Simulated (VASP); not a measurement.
# Ta2N (P-31m) in VASP: further runs, part 2 of 2

VASP 6.6.1. Earlier steps stand in the parts before.

## 3. Single point, PBE

This run uses another cell than the first one, of the same volume but with other edges.

INCAR

```
PREC = Accurate
ENCUT = 520
EDIFF = 1E-6
ISMEAR = 0
SIGMA = 0.15
LREAL = False
LASPH = True
NELM = 100
ALGO = Normal
ISIF = 2
LWAVE = False
LCHARG = True
GGA = PE
LELF = True
LVHAR = True
NBANDS = 50
```

KPOINTS

```
regular mesh
0
Gamma
  9 9 8
```

POSCAR

```
Ta2N
1.0
    5.3499814770      0.0000000000      0.0000000000
   -2.6749907385      4.6332198689      0.0000000000
    0.0000000000      0.0000000000      4.8893480719
Ta N
6 3
Direct
    0.7141172560      0.7141172560      0.7528547364
    0.0000000000      0.2858827440      0.7528547364
    0.2858827440      0.0000000000      0.7528547364
    0.2858827440      0.2858827440      0.2471452636
    0.0000000000      0.7141172560      0.2471452636
    0.7141172560      0.0000000000      0.2471452636
    0.6666666667      0.3333333333      0.5000000000
    0.3333333333      0.6666666667      0.5000000000
    0.0000000000      0.0000000000      0.0000000000
```

Potentials or basis: VASP PAW PBE potentials, release 64 (Ta_pv, N).

On the command line:

```
cat potpaw_PBE.64/Ta_pv/POTCAR potpaw_PBE.64/N/POTCAR > POTCAR
mpirun -np 1 vasp_std > vasp.out
```

OUTCAR:

```text
PREC = Accurate
   ENCUT = 520
   EDIFF = 1E-6
   ISMEAR = 0
   LREAL = False
   LASPH = True
   NELM = 100
   ISIF = 2
   GGA = PE

 ion  position               nearest neighbor table
   1  0.714  0.714  0.753-   9 1.95   8 2.29   7 2.29   3 2.65   2 2.65   5 2.86   6 2.86   5 2.91
                             6 2.91   4 3.33   3 3.33   2 3.33   2 3.33   3 3.33   4 3.37
   2  0.000  0.286  0.753-   9 1.95   7 2.29   8 2.29   3 2.65   1 2.65   4 2.86   6 2.86   4 2.91
                             6 2.91   5 3.33   3 3.33   1 3.33   1 3.33   3 3.33   5 3.37
   3  0.286  0.000  0.753-   9 1.95   8 2.29   7 2.29   2 2.65   1 2.65   4 2.86   5 2.86   5 2.91
                             4 2.91   6 3.33   2 3.33   1 3.33   2 3.33   1 3.33   6 3.37
   4  0.286  0.286  0.247-   9 1.95   7 2.29   8 2.29   6 2.65   5 2.65   2 2.86   3 2.86   2 2.91
                             3 2.91   1 3.33   6 3.33   5 3.33   5 3.33   6 3.33   1 3.37
   5  0.000  0.714  0.247-   9 1.95   8 2.29   7 2.29   6 2.65   4 2.65   1 2.86   3 2.86   1 2.91
                             3 2.91   2 3.33   6 3.33   4 3.33   4 3.33   6 3.33   2 3.37
   6  0.714  0.000  0.247-   9 1.95   7 2.29   8 2.29   5 2.65   4 2.65   1 2.86   2 2.86   1 2.91
                             2 2.91   3 3.33   4 3.33   5 3.33   4 3.33   5 3.33   3 3.37
   7  0.667  0.333  0.500-   2 2.29   6 2.29   3 2.29   5 2.29   4 2.29   1 2.29
   8  0.333  0.667  0.500-   5 2.29   3 2.29   6 2.29   2 2.29   1 2.29   4 2.29
   9  0.000  0.000  0.000-   3 1.95   6 1.95   1 1.95   4 1.95   5 1.95   2 1.95

  LATTYP: Found a hexagonal cell.
 ALAT       =     5.3499814770
 C/A-ratio  =     0.9139000000

  Lattice vectors:

 A1 = (   5.3499814770,   0.0000000000,   0.0000000000)
 A2 = (  -2.6749907385,   4.6332198689,   0.0000000000)
 A3 = (   0.0000000000,   0.0000000000,   4.8893480719)

Analysis of symmetry for initial positions (statically):
=====================================================================
 Subroutine PRICEL returns:
 Original cell was already a primitive cell.

 Routine SETGRP: Setting up the symmetry group for a
 hexagonal supercell.

 Subroutine GETGRP returns: Found 12 space group operations
 (whereof 12 operations were pure point group operations)
 out of a pool of 24 trial point group operations.

The static configuration has the point symmetry D_3d.

Analysis of symmetry for dynamics (positions and initial velocities):
=====================================================================
 Subroutine PRICEL returns:
 Original cell was already a primitive cell.

 Routine SETGRP: Setting up the symmetry group for a
 hexagonal supercell.

 Subroutine GETGRP returns: Found 12 space group operations
 (whereof 12 operations were pure point group operations)
 out of a pool of 24 trial point group operations.

The dynamic configuration has the point symmetry D_3d.

 Subroutine INISYM returns: Found 12 space group operations
 (whereof 12 operations are pure point group operations),
 and found     1 'primitive' translations

----------------------------------------------------------------------------------------

                                     Primitive cell

  volume of cell :     121.1954

  direct lattice vectors                    reciprocal lattice vectors
     5.349981477  0.000000000  0.000000000     0.186916535  0.107916312  0.000000000
    -2.674990739  4.633219869  0.000000000     0.000000000  0.215832624  0.000000000
[... 83 lines left out ...]
   total plane-waves  NPLWV =  57600
   dimension x,y,z NGX =    40 NGY =   40 NGZ =   36
   dimension x,y,z NGXF=    80 NGYF=   80 NGZF=   72
   ions per type =               6   3
   NGX,Y,Z   is equivalent  to a cutoff of  12.43, 12.43, 12.24 a.u.
   NGXF,Y,Z  is equivalent  to a cutoff of  24.86, 24.86, 24.48 a.u.
 SYSTEM =  unknown system
   PREC   = accura    normal or accurate (medium, high low for compatibility)
   ISTART =      0    job   : 0-new  1-cont  2-samecut
   ICHARG =      2    charge: 1-file 2-atom 10-const
   ISPIN  =      1    spin polarized calculation?
   LNONCOLLINEAR =      F non collinear calculations
   LSORBIT =      F    spin-orbit coupling
   LASPH  =      T    aspherical Exc in radial PAW
   ENCUT  =  520.0 eV  38.22 Ry    6.18 a.u.   9.95  9.95  9.09*2*pi/ulx,y,z
   NELM   =    100;   NELMIN=  2; NELMDL= -5     # of ELM steps
   EDIFF  = 0.1E-05   stopping-criterion for ELM
   LREAL  =      F    real-space projection
   EDIFFG = 0.1E-04   stopping-criterion for IOM
   NSW    =      0    number of steps for IOM
   IBRION =     -1    ionic relax: 0-MD 1-quasi-New 2-CG
   NFREE  =      0    steps in history (QN), initial steepest desc. (CG)
   ISIF   =      2    stress and relaxation
   ISYM   =      2    0-nonsym 1-usesym 2-fastsym
   POTIM  = 0.5000    time-step for ionic-motion
   TEBEG  =    0.0;   TEEND  =   0.0 temperature during run
   PSTRESS=    0.0 pullay stress
   NELECT =      81.0000    total number of electrons
   NUPDOWN=      -1.0000    fix difference up-down
   EMIN   =  10.00;   EMAX   =-10.00  energy-range for DOS
   EFERMI =   0.00;   METHOD = LEGACY
   ISMEAR =     0;   SIGMA  =   0.15  broadening in eV -4-tet -1-fermi 0-gaus
   EFERMI_NEDOS =   21; number of points for ismear=-14 and -15
   IALGO  =     38    algorithm
   IMIX   =      4    mixing-type and parameters
     AMIX     =   0.40;   BMIX     =  1.00
     AMIX_MAG =   1.60;   BMIX_MAG =  1.00
  volume/ion in A,a.u.               =      13.47        90.87
  Fermi-wavevector in a.u.,A,eV,Ry     =   1.431334  2.704830 27.874505  2.048718
  Thomas-Fermi vector in A             =   2.551082
   LORBIT       =      0    0 simple, 1 ext, 2 COOP (PROOUT), +10 PAW based schemes
   GGA     = PE    functional components
   LHFCALC =     F    Hartree Fock is set to
   AEXX    =    0.0000 exact exchange contribution
   IVDW    =     0    specifies the selected vdW correction
   LEPSILON=     F    determine dielectric tensor
   LRPA    =     F    only Hartree local field effects (RPA)
 non-spin polarized calculation
 Gauss-broadening in eV      SIGMA  =   0.15
  energy-cutoff  :      520.00
  volume of cell :      121.20
 maximum number of plane-waves:      3286
   NGX = 19   NGY = 19   NGZ = 19

 number of electron      81.0000016 magnetization

 Free energy of the ion-electron system (eV)
  ---------------------------------------------------
  ext. energy  EPLUGINS =         0.00000000
  ---------------------------------------------------
  free energy    TOTEN  =       -98.59637272 eV

  energy without entropy =      -98.53805225  energy(sigma->0) =      -98.56721249

 E-fermi :   6.8256     XC(G=0): -12.8050

 val. band max:        6.8174823632   @ k =  -0.1111  -0.4444   0.3750
 cond. band min:       6.8431424114   @ k =   0.4444   0.0000   0.1250
 fundamental gap:      0.0256600482
 Fermi energy:         6.8255914832

 k-point     1 :       0.0000    0.0000    0.0000
  band No.  band energies     occupation
      1     -29.0863      2.00000
      2     -28.3436      2.00000
      3     -28.1410      2.00000
      4     -28.0748      2.00000
      5     -28.0748      2.00000
      6     -27.8983      2.00000
[... 1261 lines left out ...]
     49      10.2356      0.00000
     50      10.4289      0.00000

 [... further k-points ...]

------------------------ aborting loop because EDIFF is reached ----------------------------------------

  FORCE on cell =-STRESS in cart. coord.  units (eV):
  Direction    XX          YY          ZZ          XY          YZ          ZX
  --------------------------------------------------------------------------------------
  -------------------------------------------------------------------------------------
  Total       19.0317322     19.0317322     16.8230428      0.0000000     -0.0000000      0.0000000
  in kB      251.5954351    251.5954351    222.3970324      0.0000000     -0.0000000      0.0000000
  external PRESSURE =     241.8626342 kB  Pullay stress =       0.0000000 kB

 VOLUME and BASIS-vectors are now :
 -----------------------------------------------------------------------------
  energy-cutoff  :      520.00
  volume of cell :      121.20
      direct lattice vectors                 reciprocal lattice vectors
     5.349981477  0.000000000  0.000000000     0.186916535  0.107916312  0.000000000
    -2.674990739  4.633219869  0.000000000     0.000000000  0.215832624  0.000000000
     0.000000000  0.000000000  4.889348072     0.000000000  0.000000000  0.204526245

 POSITION                                       TOTAL-FORCE (eV/Angst)
 -----------------------------------------------------------------------------------
      1.91026      3.30866      3.68097        -4.178687     -7.237699     -3.191109
     -0.76473      1.32456      3.68097        -4.178687      7.237699     -3.191109
      1.52947      0.00000      3.68097         8.357375      0.000000     -3.191109
      0.76473      1.32456      1.20838         4.178687      7.237699      3.191109
     -1.91026      3.30866      1.20838         4.178687     -7.237699      3.191109
      3.82051      0.00000      1.20838        -8.357375     -0.000000      3.191109
      2.67499      1.54441      2.44467        -0.000000     -0.000000      0.000000
     -0.00000      3.08881      2.44467        -0.000000      0.000000      0.000000
      0.00000      0.00000      0.00000        -0.000000      0.000000      0.000000
 -----------------------------------------------------------------------------------
    total drift:                               -0.000000      0.000000     -0.000000

  FREE ENERGIE OF THE ION-ELECTRON SYSTEM (eV)
  ---------------------------------------------------
  free  energy   TOTEN  =       -98.5963727175 eV

  energy  without entropy=      -98.5380522527  energy(sigma->0) =      -98.56721249
```

Run time: 4.1 min. Hardware: 1 thread of Intel Xeon 6975P-C (Granite Rapids), shared host; peak memory 0.47 GiB.

What came out:

```
Free energy            : -98.5964 eV
Pressure               : 24.2 GPa
Largest force          : 8.946 eV/Å
Band gap on the k mesh : zero (an odd number of electrons rules out a gap without spin polarisation)
```

Forces in eV/Å, atoms in the order of the input:
```
Ta  -4.179 -7.238 -3.191
Ta  -4.179  7.238 -3.191
Ta   8.357  0.000 -3.191
Ta   4.179  7.238  3.191
Ta   4.179 -7.238  3.191
Ta  -8.357  0.000  3.191
N    0.000  0.000  0.000
N    0.000  0.000  0.000
N    0.000  0.000  0.000
```

Levels at points of the mesh, in eV from the Fermi level:
| k point | band 39 | band 40 | band 41 | band 42 | band 43 | band 44 |
| --- | --- | --- | --- | --- | --- | --- |
| (0.00, 0.00, 0.00) | -0.21 | -0.21 | -0.05 | 0.31 | 0.31 | 1.31 |
| (0.00, 0.00, 0.50) | -1.04 | -1.04 | -0.57 | -0.14 | -0.14 | 1.77 |

Caveat: the cell stands under pressure; spin-orbit coupling is left out, which moves the levels of the heavy elements; forces of over 1 eV/Å act on the atoms, so gaps and moduli don't describe the material at rest.

## 4. Single point, PBE

This run uses another cell than the first one, of the same volume but with other edges.

INCAR

```
  PREC = Accurate
  ENCUT = 520
  EDIFF = 1E-6
  ISMEAR = 0
  SIGMA = 0.15
  LREAL = False
  LASPH = True
  NELM = 100
  ALGO = Normal
  ISIF = 2
  LWAVE = False
  LCHARG = False
  GGA = PE
  NBANDS = 50
```

KPOINTS is that of step 3.

POSCAR

```
Ta2N
1.0
    5.3140726747      0.0000000000      0.0000000000
   -2.6570363373      4.6021219338      0.0000000000
    0.0000000000      0.0000000000      4.9556489437
Ta N
6 3
Direct
    0.7023560318      0.7023560318      0.7528547364
    0.0000000000      0.2976439682      0.7528547364
    0.2976439682      0.0000000000      0.7528547364
    0.2976439682      0.2976439682      0.2471452636
    0.0000000000      0.7023560318      0.2471452636
    0.7023560318      0.0000000000      0.2471452636
    0.6666666667      0.3333333333      0.5000000000
    0.3333333333      0.6666666667      0.5000000000
    0.0000000000      0.0000000000      0.0000000000
```

Potentials or basis: VASP PAW PBE potentials, release 64 (Ta_pv, N).

On the command line:

```
cat potpaw_PBE.64/Ta_pv/POTCAR potpaw_PBE.64/N/POTCAR > POTCAR
mpirun -np 1 vasp_std > vasp.out
```

OUTCAR:

```text
PREC = Accurate
   ENCUT = 520
   EDIFF = 1E-6
   ISMEAR = 0
   LREAL = False
   LASPH = True
   NELM = 100
   ISIF = 2
   GGA = PE

 ion  position               nearest neighbor table
   1  0.702  0.702  0.753-   9 2.00   7 2.25   8 2.25   2 2.74   3 2.74   6 2.92   5 2.92   6 2.96
                             5 2.96   3 3.24   2 3.24   3 3.24   2 3.24   4 3.26   4 3.30
   2  0.000  0.298  0.753-   9 2.00   7 2.25   8 2.25   1 2.74   3 2.74   6 2.92   4 2.92   6 2.96
                             4 2.96   3 3.24   1 3.24   1 3.24   3 3.24   5 3.26   5 3.30
[... 1498 lines left out ...]
  in kB      151.4721469    151.4721469     99.0303433      0.0000000      0.0000000     -0.0000000
  external PRESSURE =     133.9915457 kB  Pullay stress =       0.0000000 kB

 VOLUME and BASIS-vectors are now :
 -----------------------------------------------------------------------------
  energy-cutoff  :      520.00
  volume of cell :      121.20
      direct lattice vectors                 reciprocal lattice vectors
     5.314072675  0.000000000  0.000000000     0.188179587  0.108645535  0.000000000
    -2.657036337  4.602121934  0.000000000     0.000000000  0.217291070  0.000000000
     0.000000000  0.000000000  4.955648944     0.000000000  0.000000000  0.201789919

 POSITION                                       TOTAL-FORCE (eV/Angst)
 -----------------------------------------------------------------------------------
      1.86619      3.23233      3.73088        -2.874063     -4.978024     -2.175957
     -0.79085      1.36979      3.73088        -2.874063      4.978024     -2.175957
      1.58170      0.00000      3.73088         5.748127      0.000000     -2.175957
      0.79085      1.36979      1.22477         2.874063      4.978024      2.175957
     -1.86619      3.23233      1.22477         2.874063     -4.978024      2.175957
      3.73237      0.00000      1.22477        -5.748127     -0.000000      2.175957
      2.65704      1.53404      2.47782        -0.000000     -0.000000      0.000000
     -0.00000      3.06808      2.47782        -0.000000      0.000000      0.000000
      0.00000      0.00000      0.00000        -0.000000      0.000000      0.000000
 -----------------------------------------------------------------------------------
    total drift:                               -0.000000     -0.000000      0.000000

  FREE ENERGIE OF THE ION-ELECTRON SYSTEM (eV)
  ---------------------------------------------------
  free  energy   TOTEN  =      -101.1898161168 eV

  energy  without entropy=     -101.1348249712  energy(sigma->0) =     -101.16232054
```

Wall time 3.8 min (1 thread of Intel Xeon 6975P-C (Granite Rapids), shared host); peak memory 0.48 GiB.

Results:

```yaml
Free_energy: -101.1898 eV
Pressure: 13.4 GPa
Largest_force: 6.146 eV/Å
Band_gap_on_the_k_mesh: zero (an odd number of electrons rules out a gap without spin polarisation)
```

Forces on the atoms (eV/Å):
```
Ta  -2.874 -4.978 -2.176
Ta  -2.874  4.978 -2.176
Ta   5.748  0.000 -2.176
Ta   2.874  4.978  2.176
Ta   2.874 -4.978  2.176
Ta  -5.748  0.000  2.176
N    0.000  0.000  0.000
N    0.000  0.000  0.000
N    0.000  0.000  0.000
```

Levels at points of the mesh, in eV from the Fermi level:
```tsv
k point	band 37	band 38	band 39	band 40	band 41	band 42	band 43	band 44	band 45	band 46
(0.00, 0.00, 0.00)	-1.44	-0.81	-0.21	-0.01	-0.01	0.14	0.14	1.19	1.19	2.03
(0.00, 0.00, 0.50)	-1.24	-1.24	-1.07	-1.07	-1.07	0.06	0.06	1.91	1.91	1.92
```

Caveat: the stress differs along the axes, from 10 to 15 GPa; spin-orbit coupling is left out, which moves the levels of the heavy elements; forces of over 1 eV/Å act on the atoms, so gaps and moduli don't describe the material at rest.

## 5. Overview

| cell | gap on the mesh (eV) | pressure (GPa) | largest force (eV/Å) |
| --- | --- | --- | --- |
| a = 5.425, b = 5.425, c = 4.755 Å, angles 90.0, 90.0, 120.0°, 9 atoms, atomic positions A | none | 17.0 | 5.79 |
| a = 5.350, b = 5.350, c = 4.889 Å, angles 90.0, 90.0, 120.0°, 9 atoms, atomic positions B | none | 24.2 | 8.95 |
| a = 5.314, b = 5.314, c = 4.956 Å, angles 90.0, 90.0, 120.0°, 9 atoms, atomic positions C | none | 13.4 | 6.15 |

Alike in all rows: task single point; level PBE; potentials or basis VASP PAW PBE potentials, release 64 (Ta_pv, N); no spin polarisation; k mesh 9 × 9 × 8; cutoff (eV) 520; smearing gaussian 0.15 eV.

Caveats: spin-orbit coupling is left out, which moves the levels of the heavy elements; forces of over 1 eV/Å act on the atoms, so gaps and moduli don't describe the material at rest; the stress differs along the axes, from 12 to 27 GPa (at least some runs); the cell stands under pressure (at least some runs); the stress differs along the axes, from 10 to 15 GPa (at least some runs).

Absolute energies hang on the potentials; compare differences alone.

The gap in the log of VASP goes by the Fermi energy; the results here count the filled bands.